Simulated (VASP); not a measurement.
Set up this calculation in VASP 6.6.1, as the native input.

```yaml
Task: single point
Functional: PBE
Potentials_or_basis: VASP PAW PBE potentials, release 64 (W_sv, C)
Cutoff: 600 eV
k_mesh: 3 × 3 × 3
Occupations: fermi-dirac, width 0.1 eV
Spin: no spin polarisation
Dipole_correction: no
Further_INCAR_settings: ALGO = Normal; EDIFF = 1e-06; NBANDS = 86
```

The structure of WC lies in POSCAR:

```
WC
1.0
    5.8130000045      0.0000000000      0.0000000000
   -2.9065000023      5.0342056761      0.0000000000
    0.0000000000      0.0000000000      5.6732000000
W C
8 8
Direct
    0.0000000000      0.0000000000      0.0000000000
    0.0000000000      0.0000000000      0.5000000000
    0.0000000000      0.5000000000      0.0000000000
    0.0000000000      0.5000000000      0.5000000000
    0.5000000000      0.0000000000      0.0000000000
    0.5000000000      0.0000000000      0.5000000000
    0.5000000000      0.5000000000      0.0000000000
    0.5000000000      0.5000000000      0.5000000000
    0.3333333333      0.1666666667      0.2500000000
    0.3333333333      0.1666666667      0.7500000000
    0.3333333333      0.6666666667      0.2500000000
    0.3333333333      0.6666666667      0.7500000000
    0.8333333333      0.1666666667      0.2500000000
    0.8333333333      0.1666666667      0.7500000000
    0.8333333333      0.6666666667      0.2500000000
    0.8333333333      0.6666666667      0.7500000000
```

The input as run:

INCAR

```
ALGO = Normal ; EDIFF = 1E-6
ENCUT = 600 ; GGA = PE
GGA_COMPAT = False ; ISIF = 2
ISMEAR = -1 ; LASPH = True
LCHARG = False ; LREAL = False
LWAVE = False ; NBANDS = 86
NELM = 120 ; PREC = Accurate
SIGMA = 0.1
```

KPOINTS

```
k-points
0
Gamma
  3 3 3
```

Potentials or basis: VASP PAW PBE potentials, release 64 (W_sv, C).

Run with:

```console
$ cat potpaw_PBE.64/W_sv/POTCAR potpaw_PBE.64/C/POTCAR > POTCAR
$ mpirun -np 1 vasp_std > vasp.out
```

Results of the run:

| Property | Result |
| --- | --- |
| Pressure | 6.7 GPa |
| Band gap on the k mesh | zero (bands 72 and 73 overlap by 0.37 eV) |

Caveat: the k points lie up to 0.42 Å⁻¹ apart; spin-orbit coupling is left out, which moves the levels of the heavy elements.

Run time: 110 s on 1 thread of Intel(R) Xeon(R) Platinum 8375C CPU @ 2.90GHz (Ice Lake), on a shared host, peak memory 0.35 GiB.
